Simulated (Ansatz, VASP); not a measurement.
WS2: VASP beside Ansatz

File INCAR:

```
PREC = Accurate
ENCUT = 520
EDIFF = 1E-6
ISMEAR = 0
SIGMA = 0.05
LREAL = False
LASPH = True
NELM = 100
ALGO = Normal
ISIF = 2
LWAVE = False
LCHARG = False
LDIPOL = True
IDIPOL = 3
DIPOL = 0.5 0.5 0.390
GGA = PE
IVDW = 12
NBANDS = 35
```

Contents of KPOINTS:

```
regular mesh
0
Gamma
  9 9 1
```

POSCAR

```
WS2
1.0
    3.1595456682      0.0000000000      0.0000000000
   -1.5797728341      2.7362468131      0.0000000000
    0.0000000000      0.0000000000     23.8042574330
S W
4 2
Direct
    0.3333333333      0.6666666667      0.1890418137
    0.3333333333      0.6666666667      0.3214605092
    0.3333333333      0.6666666667      0.4575706151
    0.3333333333      0.6666666667      0.5899893106
    0.6666666667      0.3333333333      0.2552511584
    0.6666666667      0.3333333333      0.5237799598
```

Input for Ansatz:

```yaml
crystal:
  lattice:
    - [3.1595456682, 0.0, 0.0]
    - [-1.5797728341, 2.7362468131, 0.0]
    - [0.0, 0.0, 23.804257433]
  atoms:
    - { symbol: S, position: [0.3333333333, 0.6666666667, 0.1890418137] }
    - { symbol: W, position: [0.6666666667, 0.3333333333, 0.2552511584] }
    - { symbol: S, position: [0.3333333333, 0.6666666667, 0.3214605092] }
    - { symbol: S, position: [0.3333333333, 0.6666666667, 0.4575706151] }
    - { symbol: W, position: [0.6666666667, 0.3333333333, 0.5237799598] }
    - { symbol: S, position: [0.3333333333, 0.6666666667, 0.5899893106] }
basis:
  ecutwfc: 420
kpoints:
  mp_grid: { grid: [9, 9, 1] }
hamiltonian:
  xc: pbe
  pseudopotentials: { kind: paw, azcp: { folder: soft_1 } }
  dispersion: d3bj
scf:
  occupations: { method: gaussian, width: 0.05 }
output:
  forces: true
  eigenvalues: true
  write_density: true
  write_potential: true
  elf: true
  volumetric_format: npy
efield:
  axis: 3
  dipole_correction: true
  ramp_width: 0.04
```

Alike in both runs: task single point; functional PBE; dispersion D3(BJ); k mesh 9 × 9 × 1; occupations gaussian, width 0.05 eV; no spin polarisation.

|  | VASP | Ansatz |
| --- | --- | --- |
| version | VASP 6.6.1 | Ansatz 0.2.0 |
| potentials or method | VASP PAW PBE potentials, release 64 (S, W_sv), cutoff 520 eV | scalar-relativistic, plane waves, PAW |
| valence electrons in the cell | 52 | 52 |

|  | VASP | Ansatz | Ansatz less VASP |
| --- | --- | --- | --- |
| gap on the k mesh at the Fermi level (eV) | 1.55 | 1.54 | -0.010 |
| least direct gap on the mesh (eV) | 1.89 | 1.89 | -0.003 |
| rms of the force components (eV/Å) | 0.070 | 0.071 | +0.0007 |

Ansatz's warnings: xc potential rough in thin density.

Neither program's run includes spin-orbit coupling.
